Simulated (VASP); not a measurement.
Input of a VASP 6.6.1 run:

INCAR

```
SYSTEM = Ti
PREC = Accurate ; ENCUT = 520
EDIFF = 1E-6 ; ISMEAR = 0
SIGMA = 0.1 ; LREAL = .False.
LASPH = .True. ; NELM = 100
ALGO = Normal ; ISIF = 2
LWAVE = .False. ; LCHARG = .False.
LDIPOL = .True. ; IDIPOL = 3
DIPOL = 0.5 0.5 0.500 ; GGA = CA
IBRION = 2 ; NSW = 70
EDIFFG = -0.03
```

The input KPOINTS:

```
Automatic mesh
0
Gamma
  12 12 1
  0 0 0
```

POSCAR

```
Ti
1.0
    2.8641158410      0.0000000000      0.0000000000
   -1.4320579205      2.4803970777      0.0000000000
    0.0000000000      0.0000000000     20.8030624348
Ti
4
Selective dynamics
Direct
    0.6666666667      0.3333333333      0.3364889195  F F F
    0.3333333333      0.6666666667      0.4454963065  F F F
    0.6666666667      0.3333333333      0.5545036935  T T T
    0.3333333333      0.6666666667      0.6635110805  T T T
```

Potentials or basis: VASP PAW LDA potentials, release 64 (Ti_sv).

The run is started by

```sh
$ cat potpaw_LDA.64/Ti_sv/POTCAR > POTCAR
$ mpirun -np 1 vasp_std > vasp.out
```

Task: Predict the band gap on the k mesh.

Result: Zero (bands 24 and 25 overlap by 0.94 eV).

Task: Estimate the energy gained by relaxing.

Result: 13.7 meV/atom.

Final structure:
```
Ti
1.0
     2.86412    0.00000    0.00000
    -1.43206    2.48040    0.00000
     0.00000    0.00000   20.80306
Ti
4
Cartesian
  1.4321 0.8268 7.0000
  0.0000 1.6536 9.2677
  1.4321 0.8268 11.6218
  0.0000 1.6536 13.7394
```
